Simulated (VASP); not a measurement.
A run of VASP 6.6.1 is set up as follows.

File POSCAR:

```
C
1.0
    2.1146313125     -1.2208869198     -0.0055917926
    2.1146313125      1.2208869198     -0.0055917926
   -1.3800511907      0.0000000000      4.7933756791
C
2
Direct
    0.1666692322      0.1666692322      1.0000064210
    0.8333307678      0.8333307678     -0.0000064210
```

Contents of INCAR.step1:

```
PREC = Accurate
ENCUT = 520
EDIFF = 1E-5
ISMEAR = -1
SIGMA = 0.05
LREAL = False
LASPH = True
NELM = 80
ALGO = Normal
ISIF = 2
LWAVE = True
LCHARG = False
NBANDS = 11
GGA = PE
```

INCAR.step2

```
PREC = Accurate
ENCUT = 520
EDIFF = 1E-7
ISMEAR = -1
SIGMA = 0.05
LREAL = False
LASPH = True
NELM = 80
ALGO = Normal
ISIF = 2
LWAVE = False
LCHARG = False
GGA = PE
LHFCALC = True
AEXX = 1.0
ALDAC = 0.0
AGGAC = 0.0
PRECFOCK = Normal
NBANDS = 11
ISTART = 1
```

Contents of KPOINTS:

```
regular mesh
0
Gamma
  7 7 4
```

Potentials or basis: VASP PAW PBE potentials, release 64 (C).

Command:

```bash
$ cat potpaw_PBE.64/C/POTCAR > POTCAR
$ cp INCAR.step1 INCAR
$ mpirun -np 1 vasp_std > vasp.out
$ cp INCAR.step2 INCAR
$ mpirun -np 1 vasp_std > vasp.out
```

(1) Estimate the pressure.

Answers

(1) 0.5 GPa.

Caveat: the k points lie up to 0.43 Å⁻¹ apart; the PAW data sets were made with another functional, which shifts forces and pressure a little.
